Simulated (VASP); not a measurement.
# Se (Fd-3m) in VASP: notebook

The runs below take Se through single point, with PBEsol.

Everything below comes from runs of VASP 6.6.1. Logs are shortened: lines on timing, memory, paths and dates and some standing lists are left out, and cuts for length are marked.

## (1) The cell of the first run

It takes space group Fd-3m (No. 227, cubic). The conventional cell has a = 4.696 Å, b = 4.696 Å, c = 4.696 Å, α = 90.00°, β = 90.00°, γ = 90.00°. Se (site symmetry -43m) has 4 Se at 2.03 Å within 2.7 Å.

## (2) Single point, PBEsol (volume scaled by 0.43)

INCAR

```
SYSTEM = Se
PREC = Accurate
ENCUT = 520
EDIFF = 1E-6
ISMEAR = -1
SIGMA = 0.08
LREAL = .FALSE.
LASPH = .TRUE.
NELM = 100
ALGO = Normal
ISIF = 2
LWAVE = .FALSE.
LCHARG = .TRUE.
GGA = PS
LELF = .TRUE.
LVHAR = .TRUE.
NBANDS = 13
```

KPOINTS

```
Automatic mesh
0
G
  11 11 11
  0 0 0
```

POSCAR

```
Se
1.0
    0.0000000000      2.3481059787      2.3481059787
    2.3481059787      0.0000000000      2.3481059787
    2.3481059787      2.3481059787      0.0000000000
Se
2
Direct
   -0.1250000000     -0.1250000000     -0.1250000000
    0.1250000000      0.1250000000      0.1250000000
```

Potentials or basis: VASP PAW PBE potentials, release 64 (Se).

The run is started by

```console
cat potpaw_PBE.64/Se/POTCAR > POTCAR
mpirun -np 1 vasp_std > vasp.out
```

OUTCAR:

```text
SYSTEM = Se
   PREC = Accurate
   ENCUT = 520
   EDIFF = 1E-6
   ISMEAR = -1
   LREAL = .FALSE.
   LASPH = .TRUE.
   NELM = 100
   ISIF = 2
   GGA = PS

 ion  position               nearest neighbor table
   1  0.875  0.875  0.875-   2 2.03   2 2.03   2 2.03   2 2.03
   2  0.125  0.125  0.125-   1 2.03   1 2.03   1 2.03   1 2.03

  LATTYP: Found a face centered cubic cell.
 ALAT       =     4.6962119574

  Lattice vectors:

 A1 = (   0.0000000000,   2.3481059787,   2.3481059787)
 A2 = (   2.3481059787,   0.0000000000,   2.3481059787)
 A3 = (   2.3481059787,   2.3481059787,   0.0000000000)

Analysis of symmetry for initial positions (statically):
=====================================================================
 Subroutine PRICEL returns:
 Original cell was already a primitive cell.

 Routine SETGRP: Setting up the symmetry group for a
 face centered cubic supercell.

 Subroutine GETGRP returns: Found 48 space group operations
 (whereof 12 operations were pure point group operations)
 out of a pool of 48 trial point group operations.

The static configuration has the point symmetry D_3d.
 The point group associated with its full space group is O_h .

Analysis of symmetry for dynamics (positions and initial velocities):
=====================================================================
 Subroutine PRICEL returns:
 Original cell was already a primitive cell.

 Routine SETGRP: Setting up the symmetry group for a
 face centered cubic supercell.

 Subroutine GETGRP returns: Found 48 space group operations
 (whereof 12 operations were pure point group operations)
 out of a pool of 48 trial point group operations.

The dynamic configuration has the point symmetry D_3d.
 The point group associated with its full space group is O_h .

 Subroutine INISYM returns: Found 48 space group operations
 (whereof 12 operations are pure point group operations),
 and found     1 'primitive' translations

----------------------------------------------------------------------------------------

                                     Primitive cell

  volume of cell :      25.8930

  direct lattice vectors                    reciprocal lattice vectors
     0.000000000  2.348105979  2.348105979    -0.212937578  0.212937578  0.212937578
     2.348105979  0.000000000  2.348105979     0.212937578 -0.212937578  0.212937578
     2.348105979  2.348105979  0.000000000     0.212937578  0.212937578 -0.212937578

  length of vectors
     3.320723321  3.320723321  3.320723321     0.368818704  0.368818704  0.368818704

  position of ions in fractional coordinates (direct lattice)
     0.875000000  0.875000000  0.875000000
     0.125000000  0.125000000  0.125000000

  ion indices of the primitive-cell ions
   primitive index   ion index
                 1           1
                 2           2

----------------------------------------------------------------------------------------

 KPOINTS: Automatic mesh

Automatic generation of k-mesh.
 Grid dimensions read from file:
 generate k-points for:   11   11   11

 Generating k-lattice:

  Cartesian coordinates                     Fractional coordinates (reciprocal lattice)
    -0.019357962  0.019357962  0.019357962     0.090909091  0.000000000  0.000000000
     0.019357962 -0.019357962  0.019357962     0.000000000  0.090909091  0.000000000
     0.019357962  0.019357962 -0.019357962     0.000000000  0.000000000  0.090909091

  Length of vectors
     0.033528973  0.033528973  0.033528973

  Shift w.r.t. Gamma in fractional coordinates (k-lattice)
     0.000000000  0.000000000  0.000000000

 Subroutine IBZKPT returns following result:
 ===========================================

 Found     56 irreducible k-points:

 Following reciprocal coordinates:
            Coordinates               Weight
  0.000000  0.000000  0.000000      1.000000
  0.090909  0.000000  0.000000      8.000000
  0.181818  0.000000  0.000000      8.000000
  0.272727  0.000000  0.000000      8.000000
  0.363636  0.000000  0.000000      8.000000
  0.454545  0.000000  0.000000      8.000000
[... 16 lines left out ...]
 -0.272727  0.181818  0.000000     24.000000
 -0.181818  0.181818  0.000000     12.000000
 [... further k-points ...]
   k-points           NKPTS =     56   k-points in BZ     NKDIM =     56   number of bands    NBANDS=     13
   number of dos      NEDOS =    301   number of ions     NIONS =      2
   total plane-waves  NPLWV =  21952
   dimension x,y,z NGX =    28 NGY =   28 NGZ =   28
   dimension x,y,z NGXF=    56 NGYF=   56 NGZF=   56
   ions per type =               2
   NGX,Y,Z   is equivalent  to a cutoff of  14.02, 14.02, 14.02 a.u.
   NGXF,Y,Z  is equivalent  to a cutoff of  28.04, 28.04, 28.04 a.u.
 SYSTEM =  Se
   PREC   = accura    normal or accurate (medium, high low for compatibility)
   ISTART =      0    job   : 0-new  1-cont  2-samecut
   ICHARG =      2    charge: 1-file 2-atom 10-const
   ISPIN  =      1    spin polarized calculation?
   LNONCOLLINEAR =      F non collinear calculations
   LSORBIT =      F    spin-orbit coupling
   LASPH  =      T    aspherical Exc in radial PAW
   ENCUT  =  520.0 eV  38.22 Ry    6.18 a.u.   6.17  6.17  6.17*2*pi/ulx,y,z
   NELM   =    100;   NELMIN=  2; NELMDL= -5     # of ELM steps
   EDIFF  = 0.1E-05   stopping-criterion for ELM
   LREAL  =      F    real-space projection
   EDIFFG = 0.1E-04   stopping-criterion for IOM
   NSW    =      0    number of steps for IOM
   IBRION =     -1    ionic relax: 0-MD 1-quasi-New 2-CG
   NFREE  =      0    steps in history (QN), initial steepest desc. (CG)
   ISIF   =      2    stress and relaxation
   ISYM   =      2    0-nonsym 1-usesym 2-fastsym
   POTIM  = 0.5000    time-step for ionic-motion
   TEBEG  =    0.0;   TEEND  =   0.0 temperature during run
   PSTRESS=    0.0 pullay stress
   NELECT =      12.0000    total number of electrons
   NUPDOWN=      -1.0000    fix difference up-down
   EMIN   =  10.00;   EMAX   =-10.00  energy-range for DOS
   EFERMI =   0.00;   METHOD = LEGACY
   ISMEAR =    -1;   SIGMA  =   0.08  broadening in eV -4-tet -1-fermi 0-gaus
   EFERMI_NEDOS =   21; number of points for ismear=-14 and -15
   IALGO  =     38    algorithm
   IMIX   =      4    mixing-type and parameters
     AMIX     =   0.40;   BMIX     =  1.00
     AMIX_MAG =   1.60;   BMIX_MAG =  1.00
  volume/ion in A,a.u.               =      12.95        87.37
  Fermi-wavevector in a.u.,A,eV,Ry     =   1.266896  2.394086 21.837689  1.605025
  Thomas-Fermi vector in A             =   2.400072
   LORBIT       =      0    0 simple, 1 ext, 2 COOP (PROOUT), +10 PAW based schemes
   GGA     = PS    functional components
   LHFCALC =     F    Hartree Fock is set to
   AEXX    =    0.0000 exact exchange contribution
   IVDW    =     0    specifies the selected vdW correction
   LEPSILON=     F    determine dielectric tensor
   LRPA    =     F    only Hartree local field effects (RPA)
 non-spin polarized calculation
  energy-cutoff  :      520.00
  volume of cell :       25.89
 maximum number of plane-waves:       725
 NGX is ok and might be reduce to    28
   NGX = 13   NGY = 13   NGZ = 13

 number of electron      11.9999999 magnetization

 Free energy of the ion-electron system (eV)
  ---------------------------------------------------
  ext. energy  EPLUGINS =         0.00000000
  ---------------------------------------------------
  free energy    TOTEN  =         3.72681926 eV

  energy without entropy =        3.74921233  energy(sigma->0) =        3.73801579

 E-fermi :  12.7560     XC(G=0): -12.5147

 val. band max:       12.7496347276   @ k =   0.2727   0.0909   0.0000
 cond. band min:      12.8056386118   @ k =  -0.4545   0.2727   0.0909
 fundamental gap:      0.0560038842
 Fermi energy:        12.7559628613

 k-point     1 :       0.0000    0.0000    0.0000
  band No.  band energies     occupation
      1     -11.5255      2.00000
      2       6.0310      2.00000
      3       6.0310      2.00000
      4       6.0310      2.00000
      5       8.7626      2.00000
      6      10.2994      2.00000
      7      10.2994      2.00000
      8      10.2994      2.00000
      9      17.3437      0.00000
     10      19.6647      0.00000
     11      19.6647      0.00000
     12      22.7607      0.00000
     13      22.7607      0.00000

 k-point     2 :       0.0909    0.0000    0.0000
  band No.  band energies     occupation
      1     -11.3794      2.00000
      2       4.3726      2.00000
      3       5.7873      2.00000
      4       5.7873      2.00000
      5       9.3182      2.00000
      6      10.6439      2.00000
      7      10.6439      2.00000
      8      11.1808      2.00000
      9      17.9762      0.00000
     10      19.0463      0.00000
     11      19.0463      0.00000
     12      22.2342      0.00000
     13      23.8958      0.00000

 k-point     3 :       0.1818    0.0000    0.0000
  band No.  band energies     occupation
      1     -10.9478      2.00000
      2       1.8754      2.00000
      3       5.2693      2.00000
      4       5.2693      2.00000
      5       9.0131      2.00000
      6      11.3613      2.00000
      7      11.3613      2.00000
      8      13.5154      0.00015
      9      18.3926      0.00000
     10      18.3926      0.00000
     11      19.1607      0.00000
     12      21.9004      0.00000
     13      26.1908      0.00000
[... 305 lines left out ...]
 k-point    23 :      -0.2727    0.1818    0.0000
  band No.  band energies     occupation
      1      -9.1975      2.00000
      2      -2.0481      2.00000
      3       1.6648      2.00000
      4       4.3373      2.00000
      5      10.1299      2.00000
      6      12.8480      0.48089
      7      13.0056      0.08455
      8      15.3816      0.00000
      9      17.5120      0.00000
     10      21.0007      0.00000
     11      23.5526      0.00000
     12      24.4097      0.00000
     13      26.5312      0.00000

 k-point    24 :      -0.1818    0.1818    0.0000
  band No.  band energies     occupation
      1     -10.0157      2.00000
      2      -0.3892      2.00000
      3       2.3909      2.00000
      4       4.9294      2.00000
      5      10.3001      2.00000
      6      12.0226      1.99979
      7      12.4914      1.92936
      8      14.4528      0.00000
      9      17.0330      0.00000
     10      21.1221      0.00000
     11      21.3084      0.00000
     12      23.9494      0.00000
     13      26.6398      0.00000

 [... further k-points ...]

------------------------ aborting loop because EDIFF is reached ----------------------------------------

  FORCE on cell =-STRESS in cart. coord.  units (eV):
  Direction    XX          YY          ZZ          XY          YZ          ZX
  --------------------------------------------------------------------------------------
  -------------------------------------------------------------------------------------
  Total       31.6118207     31.6118207     31.6118207      0.0000000      0.0000000     -0.0000000
  in kB     1956.0367678   1956.0367678   1956.0367678      0.0000000      0.0000000     -0.0000000
  external PRESSURE =    1956.0367678 kB  Pullay stress =       0.0000000 kB

 VOLUME and BASIS-vectors are now :
 -----------------------------------------------------------------------------
  energy-cutoff  :      520.00
  volume of cell :       25.89
      direct lattice vectors                 reciprocal lattice vectors
     0.000000000  2.348105979  2.348105979    -0.212937578  0.212937578  0.212937578
     2.348105979  0.000000000  2.348105979     0.212937578 -0.212937578  0.212937578
     2.348105979  2.348105979  0.000000000     0.212937578  0.212937578 -0.212937578

 POSITION                                       TOTAL-FORCE (eV/Angst)
 -----------------------------------------------------------------------------------
      4.10919      4.10919      4.10919        -0.000000      0.000000     -0.000000
      0.58703      0.58703      0.58703         0.000000     -0.000000      0.000000
 -----------------------------------------------------------------------------------
    total drift:                               -0.000000     -0.000000     -0.000000

  FREE ENERGIE OF THE ION-ELECTRON SYSTEM (eV)
  ---------------------------------------------------
  free  energy   TOTEN  =         3.7268192556 eV

  energy  without entropy=        3.7492123260  energy(sigma->0) =        3.73801579
```

Run time: 19 s. Hardware: 1 thread of Intel Xeon Platinum 8259CL at 2.50GHz (Skylake/Cascade Lake), shared host; peak memory 0.16 GiB.

Results:

```yaml
Free_energy: 3.7268 eV
Pressure: 195.6 GPa
Band_gap_on_the_k_mesh: zero (band 6 reaches 14.90 eV, above the bottom of band 7 at 10.30 eV)
```

Caveat: the PAW data sets were made with another functional, which shifts forces and pressure a little.

## (3) Single point, PBEsol (volume scaled by 0.43)

INCAR

```
PREC = Accurate
ENCUT = 520
EDIFF = 1E-7
ISMEAR = -1
SIGMA = 0.08
LREAL = F
LASPH = T
NELM = 100
ALGO = Normal
ISIF = 2
LWAVE = F
LCHARG = F
GGA = PS
NBANDS = 13
```

KPOINTS

```
regular mesh
0
Gamma
  11 11 11
```

POSCAR is that of step 2.

Potentials or basis: VASP PAW PBE potentials, release 64 (Se).

The run is started by

```console
cat potpaw_PBE.64/Se/POTCAR > POTCAR
mpirun -np 1 vasp_std > vasp.out
```

OUTCAR:

```text
PREC = Accurate
   ENCUT = 520
   EDIFF = 1E-7
   ISMEAR = -1
   LREAL = F
   LASPH = T
   NELM = 100
   ISIF = 2
   GGA = PS

 ion  position               nearest neighbor table
   1  0.875  0.875  0.875-   2 2.03   2 2.03   2 2.03   2 2.03
   2  0.125  0.125  0.125-   1 2.03   1 2.03   1 2.03   1 2.03

  LATTYP: Found a face centered cubic cell.
 ALAT       =     4.6962119574

  Lattice vectors:

 A1 = (   0.0000000000,   2.3481059787,   2.3481059787)
 A2 = (   2.3481059787,   0.0000000000,   2.3481059787)
 A3 = (   2.3481059787,   2.3481059787,   0.0000000000)

Analysis of symmetry for initial positions (statically):
=====================================================================
 Subroutine PRICEL returns:
 Original cell was already a primitive cell.

 Routine SETGRP: Setting up the symmetry group for a
 face centered cubic supercell.

 Subroutine GETGRP returns: Found 48 space group operations
 (whereof 12 operations were pure point group operations)
 out of a pool of 48 trial point group operations.

The static configuration has the point symmetry D_3d.
 The point group associated with its full space group is O_h .
[... 175 lines left out ...]
      5       8.7623      2.00000
      6      10.2993      2.00000
      7      10.2993      2.00000
      8      10.2993      2.00000
      9      17.3436      0.00000
     10      19.6646      0.00000
     11      19.6646      0.00000
     12      22.7607      0.00000
     13      22.7607      0.00000
[... 354 lines left out ...]
  band No.  band energies     occupation
      1     -10.0159      2.00000
      2      -0.3894      2.00000
      3       2.3907      2.00000
      4       4.9292      2.00000
      5      10.3000      2.00000
      6      12.0225      1.99979
      7      12.4912      1.92940
      8      14.4527      0.00000
      9      17.0329      0.00000
     10      21.1219      0.00000
     11      21.3083      0.00000
     12      23.9493      0.00000
     13      26.6399      0.00000

 [... further k-points ...]

------------------------ aborting loop because EDIFF is reached ----------------------------------------

  FORCE on cell =-STRESS in cart. coord.  units (eV):
  Direction    XX          YY          ZZ          XY          YZ          ZX
  --------------------------------------------------------------------------------------
  -------------------------------------------------------------------------------------
  Total       31.6125353     31.6125353     31.6125353      0.0000000      0.0000000     -0.0000000
  in kB     1956.0809853   1956.0809853   1956.0809853      0.0000000      0.0000000     -0.0000000
  external PRESSURE =    1956.0809853 kB  Pullay stress =       0.0000000 kB

 VOLUME and BASIS-vectors are now :
 -----------------------------------------------------------------------------
  energy-cutoff  :      520.00
  volume of cell :       25.89
      direct lattice vectors                 reciprocal lattice vectors
     0.000000000  2.348105979  2.348105979    -0.212937578  0.212937578  0.212937578
     2.348105979  0.000000000  2.348105979     0.212937578 -0.212937578  0.212937578
     2.348105979  2.348105979  0.000000000     0.212937578  0.212937578 -0.212937578

 POSITION                                       TOTAL-FORCE (eV/Angst)
 -----------------------------------------------------------------------------------
      4.10919      4.10919      4.10919        -0.000000     -0.000000     -0.000000
      0.58703      0.58703      0.58703         0.000000      0.000000      0.000000
 -----------------------------------------------------------------------------------
    total drift:                               -0.000000     -0.000000     -0.000000

  FREE ENERGIE OF THE ION-ELECTRON SYSTEM (eV)
  ---------------------------------------------------
  free  energy   TOTEN  =         3.7268204173 eV

  energy  without entropy=        3.7492137578  energy(sigma->0) =        3.73801709
```

Wall time 20 s (1 thread of Intel Xeon Platinum 8259CL at 2.50GHz (Skylake/Cascade Lake), shared host); peak memory 0.16 GiB.

What came out:

- Free energy: 3.7268 eV
- Pressure: 195.6 GPa
- Band gap on the k mesh: zero (band 6 reaches 14.90 eV, above the bottom of band 7 at 10.30 eV)

Levels at points of the mesh, in eV from the Fermi level:
```
           k point  band 3  band 4  band 5  band 6  band 7  band 8  band 9  band 10
(0.00, 0.00, 0.00)   -6.73   -6.73   -3.99   -2.46   -2.46   -2.46    4.59     6.91
```

Caveat: the PAW data sets were made with another functional, which shifts forces and pressure a little.

[end of part 1 of 2]
